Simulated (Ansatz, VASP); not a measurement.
**Re in VASP and in Ansatz**

```xyz
1
Lattice="0.0000 1.9565 1.9565 1.9565 0.0000 1.9565 1.9565 1.9565 0.0000" Properties=species:S:1:pos:R:3 pbc="T T T"
Re    0.0000    0.0000    0.0000
```

Alike in both runs: task single point; functional PBE; k mesh 8 × 8 × 8; occupations gaussian, width 0.05 eV; no spin polarisation.

|  | VASP | Ansatz |
| --- | --- | --- |
| version | VASP 6.6.1 | Ansatz 0.2.0 |
| potentials or method | VASP PAW PBE potentials, release 64 (Re), cutoff 520 eV | scalar-relativistic, plane waves, PAW |
| valence electrons in the cell | 7 | 15 |

Ansatz gave:

- gap on the k mesh at the Fermi level (eV): none
- pressure (GPa): 0.0

Q: What did VASP give for the same quantities?

A: gap on the k mesh at the Fermi level (eV): none; pressure (GPa): -0.5.

A gap of «none» marks a metal or a gap that the smearing closes. VASP's potentials hold 7 valence electrons a cell and Ansatz's 15, so a difference there can come from the potentials and not from the codes.

Spin-orbit coupling is off throughout.
